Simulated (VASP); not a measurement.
Crystal: LiPS3.

```
Li P S
1.0
     4.08982    0.00000    0.00000
    -2.04491    3.54189    0.00000
     0.00000    0.00000   14.06354
Li P S
2 2 6
Direct
  0.00000 0.00000 0.00000
  0.00000 0.00000 0.50000
  0.33333 0.66667 0.25000
  0.66667 0.33333 0.75000
  0.66667 0.33333 0.91422
  0.33333 0.66667 0.41422
  0.33333 0.66667 0.08578
  0.66667 0.33333 0.58578
  0.00000 0.00000 0.75000
  0.00000 0.00000 0.25000
```

The cell was built from a structure type or drawn by symmetry, and may not be a known phase.

```yaml
Program: VASP 6.6.1
Task: relaxation of cell and atoms
Functional: PBE
Potentials_or_basis: VASP PAW PBE potentials, release 64 (Li_sv, P, S)
Cutoff: 750 eV
k_mesh: 3 × 3 × 1
Occupations: gaussian, width 0.15 eV
Spin: no spin polarisation
```

At the start: pressure -4.1 GPa; volume 20.37 Å³/atom.

Q: How do energy, volume and symmetry change on relaxing?

A: Over 5 steps the energy falls by 41.9 meV/atom and the volume is 19.16 Å³/atom (-5.9 %); space group P6_3/mmc (No. 194, to 0.1 Å) before and after.

The path:
| step | energy change (eV) | largest force (eV/Å) | pressure (GPa) | volume (Å³) |
| --- | --- | --- | --- | --- |
| 1 | 0.0000 | 0.6997 | -4.13 | 203.72 |
| 2 | -0.3976 | 0.3115 | 0.96 | 188.46 |
| 3 | -0.4070 | 0.1300 | 0.16 | 190.26 |
| 4 | -0.4125 | 0.1046 | 0.06 | 190.63 |
| 5 | -0.4190 | 0.0334 | -0.17 | 191.64 |

Final structure:
```
Li P S
1.0
     4.09235    0.00000    0.00000
    -2.04618    3.54408    0.00000
     0.00000    0.00000   13.21338
Li P S
2 2 6
Direct
  0.00000 0.00000 0.00000
  0.00000 0.00000 0.50000
  0.33333 0.66667 0.25000
  0.66667 0.33333 0.75000
  0.66667 0.33333 0.91376
  0.33333 0.66667 0.41376
  0.33333 0.66667 0.08624
  0.66667 0.33333 0.58624
  0.00000 0.00000 0.75000
  0.00000 0.00000 0.25000
```

Caveat: the k points lie up to 0.59 Å⁻¹ apart in the final cell, too coarse for converged energies and pressures of a metal; the relaxation stopped at a loose force limit of 0.08 eV/Å, so its end isn't a converged minimum.
